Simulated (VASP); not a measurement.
# Sr (Im-3m) in VASP: further runs

Sr is run at these levels: PBEsol; tasks: single point.

Program: VASP 6.6.1. These are calculated values, not measurements. Logs are shortened: lines on timing, memory, paths and dates and some standing lists are left out, and cuts for length are marked.

## Step 1: The cell of the first run

It takes space group Im-3m (No. 229, cubic). Conventional cell: a = 4.849 Å, b = 4.849 Å, c = 4.849 Å, α = 90.00°, β = 90.00°, γ = 90.00°. Within 5.5 Å of Sr (site symmetry m-3m) lie 14 Sr at 4.20 to 4.85 Å.

## Step 2: Single point, PBEsol (Ca replaced by Sr, lengths x 1.065, strained)

The input, INCAR:

```
ALGO = Fast ; EDIFF = 1E-7
ENCUT = 520 ; GGA = PS
ISIF = 2 ; ISMEAR = 0
LASPH = True ; LCHARG = False
LREAL = False ; LWAVE = False
NBANDS = 11 ; NELM = 100
PREC = Accurate ; SIGMA = 0.1
```

The input, KPOINTS:

```
k-points
0
Gamma
  6 6 6
```

The input, POSCAR:

```
Sr
1.0
   -2.4243733564      2.4243733564      2.4243733564
    2.4243733564     -2.4243733564      2.4243733564
    2.4243733564      2.4243733564     -2.4243733564
Sr
1
Direct
    0.0000000000      0.0000000000      0.0000000000
```

Potentials or basis: VASP PAW PBE potentials, release 64 (Sr_sv).

Command:

```console
$ cat potpaw_PBE.64/Sr_sv/POTCAR > POTCAR
$ mpirun -np 1 vasp_std > vasp.out
```

OUTCAR:

```text
EDIFF = 1E-7
   ENCUT = 520
   GGA = PS
   ISIF = 2
   ISMEAR = 0
   LASPH = True
   LREAL = False
   NELM = 100
   PREC = Accurate

 ion  position               nearest neighbor table
   1  0.000  0.000  0.000-

  LATTYP: Found a body centered cubic cell.
 ALAT       =     4.8487467128

  Lattice vectors:

 A1 = (  -2.4243733564,   2.4243733564,   2.4243733564)
 A2 = (   2.4243733564,  -2.4243733564,   2.4243733564)
 A3 = (   2.4243733564,   2.4243733564,  -2.4243733564)

Analysis of symmetry for initial positions (statically):
=====================================================================
 Subroutine PRICEL returns:
 Original cell was already a primitive cell.

 Routine SETGRP: Setting up the symmetry group for a
 body centered cubic supercell.

 Subroutine GETGRP returns: Found 48 space group operations
 (whereof 48 operations were pure point group operations)
 out of a pool of 48 trial point group operations.

The static configuration has the point symmetry O_h .

Analysis of symmetry for dynamics (positions and initial velocities):
=====================================================================
 Subroutine PRICEL returns:
 Original cell was already a primitive cell.

 Routine SETGRP: Setting up the symmetry group for a
 body centered cubic supercell.

 Subroutine GETGRP returns: Found 48 space group operations
 (whereof 48 operations were pure point group operations)
 out of a pool of 48 trial point group operations.

The dynamic configuration has the point symmetry O_h .

 Subroutine INISYM returns: Found 48 space group operations
 (whereof 48 operations are pure point group operations),
 and found     1 'primitive' translations

----------------------------------------------------------------------------------------

                                     Primitive cell

  volume of cell :      56.9979

  direct lattice vectors                    reciprocal lattice vectors
    -2.424373356  2.424373356  2.424373356     0.000000000  0.206238861  0.206238861
     2.424373356 -2.424373356  2.424373356     0.206238861  0.000000000  0.206238861
     2.424373356  2.424373356 -2.424373356     0.206238861  0.206238861  0.000000000

  length of vectors
     4.199137830  4.199137830  4.199137830     0.291665795  0.291665795  0.291665795

  position of ions in fractional coordinates (direct lattice)
     0.000000000  0.000000000  0.000000000

  ion indices of the primitive-cell ions
   primitive index   ion index
                 1           1

----------------------------------------------------------------------------------------

 KPOINTS: k-points

Automatic generation of k-mesh.
 Grid dimensions read from file:
 generate k-points for:    6    6    6

 Generating k-lattice:

  Cartesian coordinates                     Fractional coordinates (reciprocal lattice)
     0.000000000  0.034373144  0.034373144     0.166666667  0.000000000  0.000000000
     0.034373144  0.000000000  0.034373144     0.000000000  0.166666667  0.000000000
     0.034373144  0.034373144  0.000000000     0.000000000  0.000000000  0.166666667

  Length of vectors
     0.048610966  0.048610966  0.048610966

  Shift w.r.t. Gamma in fractional coordinates (k-lattice)
     0.000000000  0.000000000  0.000000000

 Subroutine IBZKPT returns following result:
 ===========================================

 Found     16 irreducible k-points:

 Following reciprocal coordinates:
            Coordinates               Weight
  0.000000  0.000000  0.000000      1.000000
  0.166667  0.000000  0.000000     12.000000
  0.333333  0.000000  0.000000     12.000000
  0.500000  0.000000  0.000000      6.000000
  0.166667  0.166667  0.000000     24.000000
  0.333333  0.166667  0.000000     48.000000
[... 8 lines left out ...]
  0.500000  0.500000  0.333333     12.000000
  0.500000  0.500000  0.500000      1.000000
   k-points           NKPTS =     16   k-points in BZ     NKDIM =     16   number of bands    NBANDS=     11
   number of dos      NEDOS =    301   number of ions     NIONS =      1
   total plane-waves  NPLWV =  32768
   dimension x,y,z NGX =    32 NGY =   32 NGZ =   32
   dimension x,y,z NGXF=    64 NGYF=   64 NGZF=   64
   ions per type =               1
   NGX,Y,Z   is equivalent  to a cutoff of  12.67, 12.67, 12.67 a.u.
   NGXF,Y,Z  is equivalent  to a cutoff of  25.34, 25.34, 25.34 a.u.
 SYSTEM =  unknown system
   PREC   = accura    normal or accurate (medium, high low for compatibility)
   ISTART =      0    job   : 0-new  1-cont  2-samecut
   ICHARG =      2    charge: 1-file 2-atom 10-const
   ISPIN  =      1    spin polarized calculation?
   LNONCOLLINEAR =      F non collinear calculations
   LSORBIT =      F    spin-orbit coupling
   LASPH  =      T    aspherical Exc in radial PAW
   ENCUT  =  520.0 eV  38.22 Ry    6.18 a.u.   7.81  7.81  7.81*2*pi/ulx,y,z
   NELM   =    100;   NELMIN=  2; NELMDL= -5     # of ELM steps
   EDIFF  = 0.1E-06   stopping-criterion for ELM
   LREAL  =      F    real-space projection
   EDIFFG = 0.1E-05   stopping-criterion for IOM
   NSW    =      0    number of steps for IOM
   IBRION =     -1    ionic relax: 0-MD 1-quasi-New 2-CG
   NFREE  =      0    steps in history (QN), initial steepest desc. (CG)
   ISIF   =      2    stress and relaxation
   ISYM   =      2    0-nonsym 1-usesym 2-fastsym
   POTIM  = 0.5000    time-step for ionic-motion
   TEBEG  =    0.0;   TEEND  =   0.0 temperature during run
   PSTRESS=    0.0 pullay stress
   NELECT =      10.0000    total number of electrons
   NUPDOWN=      -1.0000    fix difference up-down
   EMIN   =  10.00;   EMAX   =-10.00  energy-range for DOS
   EFERMI =   0.00;   METHOD = LEGACY
   ISMEAR =     0;   SIGMA  =   0.10  broadening in eV -4-tet -1-fermi 0-gaus
   EFERMI_NEDOS =   21; number of points for ismear=-14 and -15
   IALGO  =     68    algorithm
   IMIX   =      4    mixing-type and parameters
     AMIX     =   0.40;   BMIX     =  1.00
     AMIX_MAG =   1.60;   BMIX_MAG =  1.00
  volume/ion in A,a.u.               =      57.00       384.64
  Fermi-wavevector in a.u.,A,eV,Ry     =   0.916478  1.731892 11.427965  0.839932
  Thomas-Fermi vector in A             =   2.041338
   LORBIT       =      0    0 simple, 1 ext, 2 COOP (PROOUT), +10 PAW based schemes
   GGA     = PS    functional components
   LHFCALC =     F    Hartree Fock is set to
   AEXX    =    0.0000 exact exchange contribution
   IVDW    =     0    specifies the selected vdW correction
   LEPSILON=     F    determine dielectric tensor
   LRPA    =     F    only Hartree local field effects (RPA)
 non-spin polarized calculation
 RMM-DIIS sequential band-by-band and
 Gauss-broadening in eV      SIGMA  =   0.10
  energy-cutoff  :      520.00
  volume of cell :       57.00
 maximum number of plane-waves:      1566
   NGX = 15   NGY = 15   NGZ = 15

 number of electron      10.0000000 magnetization

 Free energy of the ion-electron system (eV)
  ---------------------------------------------------
  ext. energy  EPLUGINS =         0.00000000
  ---------------------------------------------------
  free energy    TOTEN  =        -1.81113466 eV

  energy without entropy =       -1.80311399  energy(sigma->0) =       -1.80712433

 E-fermi :   1.4134     XC(G=0):  -7.3189

 val. band max:        1.4036029661   @ k =   0.5000   0.5000   0.3333
 cond. band min:       1.4791770117   @ k =   0.5000   0.5000   0.1667
 fundamental gap:      0.0755740456
 Fermi energy:         1.4134175510

 k-point     1 :       0.0000    0.0000    0.0000
  band No.  band energies     occupation
      1     -35.2255      2.00000
      2     -17.1309      2.00000
      3     -17.1309      2.00000
      4     -17.1309      2.00000
      5      -2.2173      2.00000
      6       3.6993      0.00000
      7       3.6993      0.00000
      8       3.6993      0.00000
      9       4.9931      0.00000
     10       4.9931      0.00000
     11       9.3359      0.00000

 k-point     2 :       0.1667    0.0000    0.0000
  band No.  band energies     occupation
      1     -35.2223      2.00000
      2     -17.1761      2.00000
      3     -17.1459      2.00000
      4     -17.1308      2.00000
      5      -1.7691      2.00000
      6       3.3200      0.00000
      7       3.3499      0.00000
      8       4.1352      0.00000
      9       4.6953      0.00000
     10       4.9924      0.00000
     11       9.5570      0.00000

 k-point     3 :       0.3333    0.0000    0.0000
  band No.  band energies     occupation
      1     -35.2158      2.00000
      2     -17.2643      2.00000
      3     -17.1756      2.00000
      4     -17.1308      2.00000
      5      -0.6047      2.00000
      6       2.2754      0.00000
      7       2.8087      0.00000
      8       4.8514      0.00000
      9       5.1822      0.00000
     10       5.3600      0.00000
     11       7.9408      0.00000

 k-point     4 :       0.5000    0.0000    0.0000
  band No.  band energies     occupation
      1     -35.2125      2.00000
      2     -17.3074      2.00000
      3     -17.1903      2.00000
      4     -17.1308      2.00000
      5       0.3879      2.00000
      6       1.5659      0.03100
      7       2.5862      0.00000
      8       4.7868      0.00000
      9       5.4569      0.00000
     10       6.6270      0.00000
     11       7.0879      0.00000
[... 127 lines left out ...]
 k-point    14 :      -0.3333    0.3333    0.3333
  band No.  band energies     occupation
      1     -35.2076      2.00000
      2     -17.2474      2.00000
      3     -17.2250      2.00000
      4     -17.2250      2.00000
      5       0.6465      2.00000
      6       1.8981      0.00000
      7       3.7759      0.00000
      8       3.7759      0.00000
      9       4.3254      0.00000
     10       5.4068      0.00000
     11       8.3966      0.00000

 k-point    15 :       0.5000    0.5000    0.3333
  band No.  band energies     occupation
      1     -35.2049      2.00000
      2     -17.2705      2.00000
      3     -17.2413      2.00000
      4     -17.2269      2.00000
      5       1.3438      1.67508
      6       1.4036      1.11039
      7       3.5024      0.00000
      8       3.9538      0.00000
      9       5.0746      0.00000
     10       6.3357      0.00000
     11       6.6935      0.00000

 k-point    16 :       0.5000    0.5000    0.5000
  band No.  band energies     occupation
      1     -35.2024      2.00000
      2     -17.2581      2.00000
      3     -17.2581      2.00000
      4     -17.2581      2.00000
      5       1.2934      1.91033
      6       1.2934      1.91033
      7       4.8475      0.00000
      8       4.8475      0.00000
      9       4.8475      0.00000
     10       6.2460      0.00000
     11       6.2460      0.00000

------------------------ aborting loop because EDIFF is reached ----------------------------------------

  FORCE on cell =-STRESS in cart. coord.  units (eV):
  Direction    XX          YY          ZZ          XY          YZ          ZX
  --------------------------------------------------------------------------------------
  -------------------------------------------------------------------------------------
  Total       -0.4407068     -0.4407068     -0.4407068      0.0000000      0.0000000     -0.0000000
  in kB      -12.3880185    -12.3880185    -12.3880185      0.0000000      0.0000000     -0.0000000
  external PRESSURE =     -12.3880185 kB  Pullay stress =       0.0000000 kB

 VOLUME and BASIS-vectors are now :
 -----------------------------------------------------------------------------
  energy-cutoff  :      520.00
  volume of cell :       57.00
      direct lattice vectors                 reciprocal lattice vectors
    -2.424373356  2.424373356  2.424373356     0.000000000  0.206238861  0.206238861
     2.424373356 -2.424373356  2.424373356     0.206238861  0.000000000  0.206238861
     2.424373356  2.424373356 -2.424373356     0.206238861  0.206238861  0.000000000

 POSITION                                       TOTAL-FORCE (eV/Angst)
 -----------------------------------------------------------------------------------
      0.00000      0.00000      0.00000        -0.000000      0.000000     -0.000000
 -----------------------------------------------------------------------------------
    total drift:                                0.000000      0.000000     -0.000000

  FREE ENERGIE OF THE ION-ELECTRON SYSTEM (eV)
  ---------------------------------------------------
  free  energy   TOTEN  =        -1.8111346589 eV

  energy  without entropy=       -1.8031139942  energy(sigma->0) =       -1.80712433
```

Run time: 8 s. Hardware: 1 thread of Intel Xeon Platinum 8559C (Emerald Rapids), shared host; peak memory 0.17 GiB.

Results:

```yaml
Free_energy: -1.8111 eV
Pressure: -1.2 GPa
Band_gap_on_the_k_mesh: zero (band 5 reaches 1.58 eV, above the bottom of band 6 at 1.29 eV)
```

Caveat: the cell differs from its parent crystal (Ca replaced by Sr, lengths x 1.065, strained); the PAW data sets were made with another functional, which shifts forces and pressure a little.

## Step 3: Single point, PBEsol (Ca replaced by Sr, lengths x 1.065, strained)

The input, INCAR:

```
PREC = Accurate
ENCUT = 520
EDIFF = 1E-6
ISMEAR = 0
SIGMA = 0.1
LREAL = False
LASPH = True
NELM = 80
ALGO = Fast
ISIF = 2
LWAVE = False
LCHARG = False
GGA = PS
NBANDS = 11
```

The input, KPOINTS:

```
Automatic mesh
0
Gamma
  12 12 12
```

POSCAR is that of step 2.

Potentials or basis: VASP PAW PBE potentials, release 64 (Sr_sv).

Command:

```console
$ cat potpaw_PBE.64/Sr_sv/POTCAR > POTCAR
$ mpirun -np 1 vasp_std > vasp.out
```

Wall time 17 s (1 thread of Intel Xeon Platinum 8559C (Emerald Rapids), shared host); peak memory 0.2 GiB.

The run converged. Its results:

```yaml
Free_energy: -1.8162 eV
Pressure: -1.1 GPa
Band_gap_on_the_k_mesh: zero (band 5 reaches 1.71 eV, above the bottom of band 6 at 1.29 eV)
```

Levels at points of the mesh, in eV from the Fermi level:
```csv
k point,band 1,band 2,band 3,band 4,band 5,band 6,band 7,band 8,band 9,band 10
"(0.00, 0.00, 0.00)",-36.63,-18.54,-18.54,-18.54,-3.63,2.29,2.29,2.29,3.59,3.59
"(0.50, 0.00, 0.00)",-36.62,-18.72,-18.60,-18.54,-1.02,0.16,1.18,3.38,4.05,5.22
"(0.50, 0.50, 0.50)",-36.61,-18.67,-18.67,-18.67,-0.11,-0.11,3.44,3.44,3.44,4.84
```

Caveat: the cell differs from its parent crystal (Ca replaced by Sr, lengths x 1.065, strained); the PAW data sets were made with another functional, which shifts forces and pressure a little.

(Part 1 of 2 ends here.)
